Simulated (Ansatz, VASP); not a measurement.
**One calculation of Au, two programs**

File INCAR:

```
PREC = Accurate ; ENCUT = 500
EDIFF = 1E-6 ; ISMEAR = 0
SIGMA = 0.15 ; LREAL = False
LASPH = True ; NELM = 120
ALGO = Normal ; ISIF = 2
LWAVE = False ; LCHARG = False
GGA = PE ; NBANDS = 18
GGA_COMPAT = False
```

KPOINTS

```
Automatic mesh
0
Gamma
  18 18 10
```

The input POSCAR:

```
Au
1.0
    2.9169619367      0.0000000000      0.0000000000
   -1.4584809683      2.5261631390      0.0000000000
    0.0000000000      0.0000000000      4.8900308251
Au
2
Direct
    0.1051363846      0.4996149060      0.7500000000
    0.8948636154      0.5003850940      0.2500000000
```

Input for Ansatz:

```yaml
crystal:
  lattice:
    - [2.9169619367, 0.0, 0.0]
    - [-1.4584809683, 2.526163139, 0.0]
    - [0.0, 0.0, 4.8900308251]
  atoms:
    - { symbol: Au, position: [0.1051363846, 0.499614906, 0.75] }
    - { symbol: Au, position: [0.8948636154, 0.500385094, 0.25] }
basis:
  ecutwfc: 420
kpoints:
  mp_grid: { grid: [18, 18, 10] }
hamiltonian:
  xc: pbe
scf:
  occupations: { method: gaussian, width: 0.15 }
output:
  forces: true
  stress: true
  eigenvalues: true
```

Change from the starting cell: mode 4 frozen in at -0.422 Å and mode 5 at -0.422 Å (largest displacements).

Alike in both runs: task single point; functional PBE; k mesh 18 × 18 × 10; occupations gaussian, width 0.15 eV; no spin polarisation.

|  | VASP | Ansatz |
| --- | --- | --- |
| version | VASP 6.6.1 | Ansatz 0.2.0 |
| potentials or method | VASP PAW PBE potentials, release 64 (Au), cutoff 500 eV | scalar-relativistic, plane waves, PAW |
| valence electrons in the cell | 22 | 38 |

|  | VASP | Ansatz | Ansatz less VASP |
| --- | --- | --- | --- |
| gap on the k mesh at the Fermi level (eV) | none | none | - |
| pressure (GPa) | 12.9 | 13.2 | +0.30 |
| traceless stress, the component that is largest in VASP (GPa) | 28.34 | 28.50 | +0.164 |
| rms of the force components (eV/Å) | 0.599 | 0.603 | +0.0040 |

Atom by atom the forces differ by 0.004 eV/Å (rms over components). A gap of «none» marks a metal or a gap that the smearing closes. VASP's potentials hold 22 valence electrons a cell and Ansatz's 38, so a difference there can come from the potentials and not from the codes.

Spin-orbit coupling is off throughout.
